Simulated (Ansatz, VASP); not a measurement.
Sb: VASP beside Ansatz

```
Sb
1.0
     4.12043    0.00000    0.00000
    -2.06022    3.56840    0.00000
     0.00000    0.00000   27.10000
Sb
2
Cartesian
  0.0000 2.3789 7.0079
  2.0602 1.1895 8.6421
```

Alike in both runs: functional PBE; k mesh 12 × 12 × 1; occupations gaussian, width 0.03 eV; no spin polarisation.

Ansatz relaxed the structure, and its values are those at the end. VASP's run is a single point on that final structure, the one shown.

|  | VASP | Ansatz |
| --- | --- | --- |
| version | VASP 6.6.1 | Ansatz 0.2.0 |
| potentials or method | VASP PAW PBE potentials, release 64 (Sb), cutoff 400 eV | scalar-relativistic, plane waves, PAW |
| valence electrons in the cell | 10 | 30 |

|  | VASP | Ansatz | Ansatz less VASP |
| --- | --- | --- | --- |
| gap on the k mesh at the Fermi level (eV) | 1.31 | 1.31 | -0.006 |
| least direct gap on the mesh (eV) | 1.56 | 1.59 | +0.031 |
| rms of the force components (eV/Å) | 0.051 | 0.003 | -0.0484 |

With one functional, cell and mesh, what is left measures potentials, basis and numerics. VASP's potentials hold 10 valence electrons a cell and Ansatz's 30, so a difference there can come from the potentials and not from the codes. Ansatz's warnings: slab cell height set, structure snapped to symmetry.

Spin-orbit coupling is off throughout.
